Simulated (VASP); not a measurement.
# MgO (P1) in VASP: notebook

Runs on MgO. Level: PBE. Tasks: single point.

Program: VASP 6.6.1. These are calculated values, not measurements. Logs are shortened: lines on timing, memory, paths and dates and some standing lists are left out, and cuts for length are marked.

## Step 1: The cell of the first run

The typed cell holds 8 atoms: a = 3.280 Å, b = 3.280 Å, c = 10.515 Å, α = 90.00°, β = 90.00°, γ = 120.00°.

## Step 2: Single point, PBE (atom 6 (O) moved by -0.660 Å along [1 0 0] and -0.440 Å along [0 0 1])

Contents of INCAR:

```
PREC = Accurate
ENCUT = 520
EDIFF = 1E-7
ISMEAR = 0
SIGMA = 0.05
LREAL = False
LASPH = True
NELM = 60
ALGO = Normal
ISIF = 2
LWAVE = False
LCHARG = False
GGA = PE
NBANDS = 26
```

Contents of KPOINTS:

```
regular mesh
0
Gamma
  9 9 2
```

Contents of POSCAR:

```
MgO
1.0
    3.2803754002      0.0000000000      0.0000000000
   -1.6401877001      2.8408884305      0.0000000000
    0.0000000000      0.0000000000     10.5147056238
Mg O
4 4
Direct
    0.3333333333      0.6666666667      0.9694791811
    0.0000000000      0.0000000000      0.2208070585
    0.0000000000      0.0000000000      0.7208070585
    0.6666666667      0.3333333333      0.4694791811
    0.3333333333      0.6666666667      0.7800540723
   -0.2011964850      0.0000000000      0.4878117132
    0.0000000000      0.0000000000      0.0296578681
    0.6666666667      0.3333333333      0.2800540723
```

Potentials or basis: VASP PAW PBE potentials, release 64 (Mg, O).

The run is started by

```bash
$ cat potpaw_PBE.64/Mg/POTCAR potpaw_PBE.64/O/POTCAR > POTCAR
$ mpirun -np 1 vasp_std > vasp.out
```

OUTCAR:

```text
PREC = Accurate
   ENCUT = 520
   EDIFF = 1E-7
   ISMEAR = 0
   LREAL = False
   LASPH = True
   NELM = 60
   ISIF = 2
   GGA = PE

 ion  position               nearest neighbor table
   1  0.333  0.667  0.969-   5 1.99   7 2.00   7 2.00   7 2.00   3 3.23   3 3.23   3 3.23   2 3.25
                             2 3.25   2 3.25
   2  0.000  0.000  0.221-   8 1.99   8 1.99   8 1.99   7 2.01   4 3.23   4 3.23   4 3.23   1 3.25
                             1 3.25   1 3.25
   3  0.000  0.000  0.721-   5 1.99   5 1.99   5 1.99   6 2.54   1 3.23   1 3.23   1 3.23   4 3.25
                             4 3.25   4 3.25
   4  0.667  0.333  0.469-   6 1.38   8 1.99   6 2.01   6 2.49   2 3.23   2 3.23   2 3.23   3 3.25
                             3 3.25   3 3.25
   5  0.333  0.667  0.780-   1 1.99   3 1.99   3 1.99   3 1.99
   6  0.799  0.000  0.488-   4 1.38   4 2.01   4 2.49   3 2.54
   7  0.000  0.000  0.030-   1 2.00   1 2.00   1 2.00   2 2.01
   8  0.667  0.333  0.280-   4 1.99   2 1.99   2 1.99   2 1.99

 -----------------------------------------------------------------------------
|                                                                             |
|           W    W    AA    RRRRR   N    N  II  N    N   GGGG   !!!           |
|           W    W   A  A   R    R  NN   N  II  NN   N  G    G  !!!           |
|           W    W  A    A  R    R  N N  N  II  N N  N  G       !!!           |
|           W WW W  AAAAAA  RRRRR   N  N N  II  N  N N  G  GGG   !            |
|           WW  WW  A    A  R   R   N   NN  II  N   NN  G    G                |
|           W    W  A    A  R    R  N    N  II  N    N   GGGG   !!!           |
|                                                                             |
|     The distance between some ions is very small. Please check the          |
|     nearest-neighbor list in the OUTCAR file.                               |
|     I HOPE YOU KNOW WHAT YOU ARE DOING!                                     |
|                                                                             |
 -----------------------------------------------------------------------------

  LATTYP: Found a hexagonal cell.
 ALAT       =     3.2803754002
 C/A-ratio  =     3.2053360793

  Lattice vectors:

 A1 = (   3.2803754002,   0.0000000000,   0.0000000000)
 A2 = (  -1.6401877001,   2.8408884305,   0.0000000000)
 A3 = (   0.0000000000,   0.0000000000,  10.5147056238)

Analysis of symmetry for initial positions (statically):
=====================================================================
 Subroutine PRICEL returns:
 Original cell was already a primitive cell.

 Routine SETGRP: Setting up the symmetry group for a
 hexagonal supercell.

 Subroutine GETGRP returns: Found  1 space group operations
 (whereof  1 operations were pure point group operations)
 out of a pool of 24 trial point group operations.

The static configuration has the point symmetry C_1 .

Analysis of symmetry for dynamics (positions and initial velocities):
=====================================================================
 Subroutine PRICEL returns:
 Original cell was already a primitive cell.

 Routine SETGRP: Setting up the symmetry group for a
 hexagonal supercell.

 Subroutine GETGRP returns: Found  1 space group operations
 (whereof  1 operations were pure point group operations)
 out of a pool of 24 trial point group operations.

The dynamic configuration has the point symmetry C_1 .

 Subroutine INISYM returns: Found  1 space group operations
 (whereof  1 operations are pure point group operations),
 and found     1 'primitive' translations

----------------------------------------------------------------------------------------

                                     Primitive cell

  volume of cell :      97.9884

  direct lattice vectors                    reciprocal lattice vectors
     3.280375400  0.000000000  0.000000000     0.304843159  0.176001280  0.000000000
    -1.640187700  2.840888431  0.000000000     0.000000000  0.352002560  0.000000000
     0.000000000  0.000000000 10.514705624     0.000000000  0.000000000  0.095104897

  length of vectors
     3.280375400  3.280375400 10.514705624     0.352002560  0.352002560  0.095104897

  position of ions in fractional coordinates (direct lattice)
     0.333333333  0.666666667  0.969479181
     0.000000000  0.000000000  0.220807059
     0.000000000  0.000000000  0.720807059
     0.666666667  0.333333333  0.469479181
     0.333333333  0.666666667  0.780054072
     0.798803515  0.000000000  0.487811713
     0.000000000  0.000000000  0.029657868
     0.666666667  0.333333333  0.280054072

  ion indices of the primitive-cell ions
   primitive index   ion index
                 1           1
                 2           2
                 3           3
                 4           4
                 5           5
                 6           6
                 7           7
                 8           8

----------------------------------------------------------------------------------------

 KPOINTS: regular mesh

Automatic generation of k-mesh.
 Grid dimensions read from file:
 generate k-points for:    9    9    2

 Generating k-lattice:

  Cartesian coordinates                     Fractional coordinates (reciprocal lattice)
     0.033871462  0.019555698  0.000000000     0.111111111  0.000000000  0.000000000
     0.000000000  0.039111396  0.000000000     0.000000000  0.111111111  0.000000000
     0.000000000  0.000000000  0.047552449     0.000000000  0.000000000  0.500000000

  Length of vectors
     0.039111396  0.039111396  0.047552449

  Shift w.r.t. Gamma in fractional coordinates (k-lattice)
     0.000000000  0.000000000  0.000000000

 Subroutine IBZKPT returns following result:
 ===========================================

 Found     82 irreducible k-points:

 Following reciprocal coordinates:
            Coordinates               Weight
  0.000000  0.000000  0.000000      1.000000
  0.111111  0.000000  0.000000      2.000000
  0.000000  0.111111  0.000000      2.000000
 -0.111111  0.111111  0.000000      2.000000
  0.222222  0.000000  0.000000      2.000000
  0.000000  0.222222  0.000000      2.000000
[... 16 lines left out ...]
  0.333333  0.111111  0.000000      2.000000
 -0.111111  0.444444  0.000000      2.000000
 [... further k-points ...]
   k-points           NKPTS =     82   k-points in BZ     NKDIM =     82   number of bands    NBANDS=     26
   number of dos      NEDOS =    301   number of ions     NIONS =      8
   total plane-waves  NPLWV =  46080
   dimension x,y,z NGX =    24 NGY =   24 NGZ =   80
   dimension x,y,z NGXF=    48 NGYF=   48 NGZF=  160
   ions per type =               4   4
   NGX,Y,Z   is equivalent  to a cutoff of  12.16, 12.16, 12.65 a.u.
   NGXF,Y,Z  is equivalent  to a cutoff of  24.33, 24.33, 25.30 a.u.
 SYSTEM =  unknown system
   PREC   = accura    normal or accurate (medium, high low for compatibility)
   ISTART =      0    job   : 0-new  1-cont  2-samecut
   ICHARG =      2    charge: 1-file 2-atom 10-const
   ISPIN  =      1    spin polarized calculation?
   LNONCOLLINEAR =      F non collinear calculations
   LSORBIT =      F    spin-orbit coupling
   LASPH  =      T    aspherical Exc in radial PAW
   ENCUT  =  520.0 eV  38.22 Ry    6.18 a.u.   6.10  6.10 19.55*2*pi/ulx,y,z
   NELM   =     60;   NELMIN=  2; NELMDL= -5     # of ELM steps
   EDIFF  = 0.1E-06   stopping-criterion for ELM
   LREAL  =      F    real-space projection
   EDIFFG = 0.1E-05   stopping-criterion for IOM
   NSW    =      0    number of steps for IOM
   IBRION =     -1    ionic relax: 0-MD 1-quasi-New 2-CG
   NFREE  =      0    steps in history (QN), initial steepest desc. (CG)
   ISIF   =      2    stress and relaxation
   ISYM   =      2    0-nonsym 1-usesym 2-fastsym
   POTIM  = 0.5000    time-step for ionic-motion
   TEBEG  =    0.0;   TEEND  =   0.0 temperature during run
   PSTRESS=    0.0 pullay stress
   NELECT =      32.0000    total number of electrons
   NUPDOWN=      -1.0000    fix difference up-down
   EMIN   =  10.00;   EMAX   =-10.00  energy-range for DOS
   EFERMI =   0.00;   METHOD = LEGACY
   ISMEAR =     0;   SIGMA  =   0.05  broadening in eV -4-tet -1-fermi 0-gaus
   EFERMI_NEDOS =   21; number of points for ismear=-14 and -15
   IALGO  =     38    algorithm
   IMIX   =      4    mixing-type and parameters
     AMIX     =   0.40;   BMIX     =  1.00
     AMIX_MAG =   1.60;   BMIX_MAG =  1.00
  volume/ion in A,a.u.               =      12.25        82.66
  Fermi-wavevector in a.u.,A,eV,Ry     =   1.127370  2.130421 17.292509  1.270964
  Thomas-Fermi vector in A             =   2.264056
   LORBIT       =      0    0 simple, 1 ext, 2 COOP (PROOUT), +10 PAW based schemes
   GGA     = PE    functional components
   LHFCALC =     F    Hartree Fock is set to
   AEXX    =    0.0000 exact exchange contribution
   IVDW    =     0    specifies the selected vdW correction
   LEPSILON=     F    determine dielectric tensor
   LRPA    =     F    only Hartree local field effects (RPA)
 non-spin polarized calculation
 Gauss-broadening in eV      SIGMA  =   0.05
  energy-cutoff  :      520.00
  volume of cell :       97.99
 maximum number of plane-waves:      2688
   NGX = 13   NGY = 13   NGZ = 39

 number of electron      32.0000017 magnetization

 Free energy of the ion-electron system (eV)
  ---------------------------------------------------
  ext. energy  EPLUGINS =         0.00000000
  ---------------------------------------------------
  free energy    TOTEN  =       -40.62762304 eV

  energy without entropy =      -40.62762304  energy(sigma->0) =      -40.62762304

 E-fermi :   2.0186     XC(G=0):  -9.5773

 val. band max:        1.7593398143   @ k =   0.0000   0.0000   0.0000
 cond. band min:       3.4789562939   @ k =   0.0000   0.0000   0.0000
 fundamental gap:      1.7196164796
 Fermi energy:         2.0185922766

 k-point     1 :       0.0000    0.0000    0.0000
  band No.  band energies     occupation
      1     -16.0127      2.00000
      2     -14.8421      2.00000
      3     -14.7520      2.00000
      4     -13.5595      2.00000
      5      -2.7834      2.00000
      6      -1.1447      2.00000
[... 18 lines left out ...]
     25      14.6502      0.00000
     26      15.6142      0.00000

 k-point     2 :       0.1111    0.0000    0.0000
  band No.  band energies     occupation
      1     -15.9657      2.00000
      2     -14.7978      2.00000
      3     -14.7081      2.00000
      4     -13.5227      2.00000
      5      -2.6765      2.00000
      6      -1.3619      2.00000
[... 18 lines left out ...]
     25      14.6281      0.00000
     26      14.9704      0.00000

 k-point     3 :       0.0000    0.1111    0.0000
  band No.  band energies     occupation
      1     -15.9656      2.00000
      2     -14.7964      2.00000
      3     -14.6907      2.00000
      4     -13.5243      2.00000
      5      -2.6748      2.00000
      6      -1.3679      2.00000
[... 18 lines left out ...]
     25      14.4002      0.00000
     26      15.0902      0.00000

 k-point     4 :      -0.1111    0.1111    0.0000
  band No.  band energies     occupation
      1     -15.9657      2.00000
      2     -14.7961      2.00000
      3     -14.6894      2.00000
      4     -13.5254      2.00000
      5      -2.6749      2.00000
      6      -1.3698      2.00000
[... 18 lines left out ...]
     25      14.3767      0.00000
     26      14.8356      0.00000
[... 496 lines left out ...]
      1     -15.7480      2.00000
      2     -14.5921      2.00000
      3     -14.4829      2.00000
      4     -13.3574      2.00000
      5      -2.3103      2.00000
      6      -2.1709      2.00000
[... 18 lines left out ...]
     25      13.2376      0.00000
     26      13.8541      0.00000

 k-point    23 :       0.3333    0.1111    0.0000
  band No.  band energies     occupation
      1     -15.6270      2.00000
      2     -14.4798      2.00000
      3     -14.3733      2.00000
      4     -13.2598      2.00000
      5      -2.7250      2.00000
      6      -2.0105      2.00000
[... 18 lines left out ...]
     25      13.2902      0.00000
     26      13.6014      0.00000

 k-point    24 :      -0.1111    0.4444    0.0000
  band No.  band energies     occupation
      1     -15.6270      2.00000
      2     -14.4785      2.00000
      3     -14.2080      2.00000
      4     -13.2891      2.00000
      5      -2.7401      2.00000
      6      -1.9986      2.00000
[... 18 lines left out ...]
     25      12.5864      0.00000
     26      13.0883      0.00000

 [... further k-points ...]

------------------------ aborting loop because EDIFF is reached ----------------------------------------

  FORCE on cell =-STRESS in cart. coord.  units (eV):
  Direction    XX          YY          ZZ          XY          YZ          ZX
  --------------------------------------------------------------------------------------
  -------------------------------------------------------------------------------------
  Total       17.8348699     18.0042560      0.3242224    -19.1888291     -4.3420624      3.7707915
  in kB      291.6121975    294.3817738      5.3012558   -313.7503466    -70.9956596     61.6549943
  external PRESSURE =     197.0984090 kB  Pullay stress =       0.0000000 kB

 VOLUME and BASIS-vectors are now :
 -----------------------------------------------------------------------------
  energy-cutoff  :      520.00
  volume of cell :       97.99
      direct lattice vectors                 reciprocal lattice vectors
     3.280375400  0.000000000  0.000000000     0.304843159  0.176001280  0.000000000
    -1.640187700  2.840888431  0.000000000     0.000000000  0.352002560  0.000000000
     0.000000000  0.000000000 10.514705624     0.000000000  0.000000000  0.095104897

 POSITION                                       TOTAL-FORCE (eV/Angst)
 -----------------------------------------------------------------------------------
     -0.00000      1.89393     10.19379        -0.001565     -0.003264      0.819016
      0.00000      0.00000      2.32172        -0.081495     -0.002122      0.799075
      0.00000      0.00000      7.57907        -0.370904     -0.006420     -0.232040
      1.64019      0.94696      4.93644       -20.623323     19.293570     -6.049754
     -0.00000      1.89393      8.20204        -0.052023     -0.057192     -0.759039
      2.62038      0.00000      5.12920        21.430238    -19.412688      7.367543
      0.00000      0.00000      0.31184         0.001996      0.000679     -0.828584
      1.64019      0.94696      2.94469        -0.302925      0.187437     -1.116217
 -----------------------------------------------------------------------------------
    total drift:                               -0.000580      0.000235     -0.000486

  FREE ENERGIE OF THE ION-ELECTRON SYSTEM (eV)
  ---------------------------------------------------
  free  energy   TOTEN  =       -40.6276230377 eV

  energy  without entropy=      -40.6276230377  energy(sigma->0) =      -40.62762304
```

Run time: 3.7 min. Hardware: 1 thread of Intel Xeon 8259CL, shared host; peak memory 0.31 GiB.

Results:

```yaml
Free_energy: -40.6276 eV
Pressure: 19.7 GPa
Largest_force: 29.839 eV/Å
Band_gap_on_the_k_mesh: 1.72 eV
```

Forces in eV/Å, atoms in the order of the input:
```
Mg   -0.002  -0.003   0.819
Mg   -0.081  -0.002   0.799
Mg   -0.371  -0.006  -0.232
Mg  -20.623  19.294  -6.050
O    -0.052  -0.057  -0.759
O    21.430 -19.413   7.368
O     0.002   0.001  -0.829
O    -0.303   0.187  -1.116
```

Levels at points of the mesh, in eV from the valence-band top:
| k point | band 13 | band 14 | band 15 | band 16 | band 17 | band 18 | band 19 | band 20 |
| --- | --- | --- | --- | --- | --- | --- | --- | --- |
| (0.00, 0.00, 0.00) | -1.01 | -0.58 | -0.10 | 0.00 | 1.72 | 4.30 | 4.95 | 7.67 |
| (0.00, 0.00, 0.50) | -1.15 | -0.82 | -0.10 | -0.01 | 2.17 | 3.51 | 5.98 | 6.55 |

Caveat: the cell differs from its parent crystal (atom 6 (O) moved by -0.660 Å along [1 0 0] and -0.440 Å along [0 0 1]); atoms lie so close that the PAW spheres overlap strongly, which falsifies energies and pressures; the stress differs along the axes, from 1 to 29 GPa; forces of over 1 eV/Å act on the atoms, so gaps and moduli don't describe the material at rest.

[end of part 1 of 2]
